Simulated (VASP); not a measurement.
Crystal: P.

```
P
1.0
     0.00000    1.95743    1.95743
     1.95743    0.00000    1.95743
     1.95743    1.95743    0.00000
P
1
Direct
  0.00000 0.00000 0.00000
```

- Program: VASP 6.6.1
- Task: relaxation of cell and atoms
- Functional: LDA
- Potentials or basis: VASP PAW LDA potentials, release 64 (P)
- Cutoff: 600 eV
- k mesh: 17 × 17 × 17
- Occupations: fermi-dirac, width 0.1 eV
- Spin: no spin polarisation

At the start: pressure -7.0 GPa; volume 15.00 Å³/atom.

Task: Where does the relaxation end?

Result: Over 3 steps the energy falls by 27.1 meV/atom and the volume is 13.84 Å³/atom (-7.8 %); space group Fm-3m (No. 225, to 0.05 Å).

Step by step:
| step | energy change (eV) | largest force (eV/Å) | pressure (GPa) | volume (Å³) |
| --- | --- | --- | --- | --- |
| 1 | 0.0000 | 0.0000 | -6.97 | 15.00 |
| 2 | -0.0260 | 0.0000 | 1.61 | 13.63 |
| 3 | -0.0271 | 0.0000 | 0.00 | 13.84 |

Final structure:
```
P
1.0
     0.00000    1.90542    1.90542
     1.90542    0.00000    1.90542
     1.90542    1.90542    0.00000
P
1
Direct
  0.00000 0.00000 0.00000
```
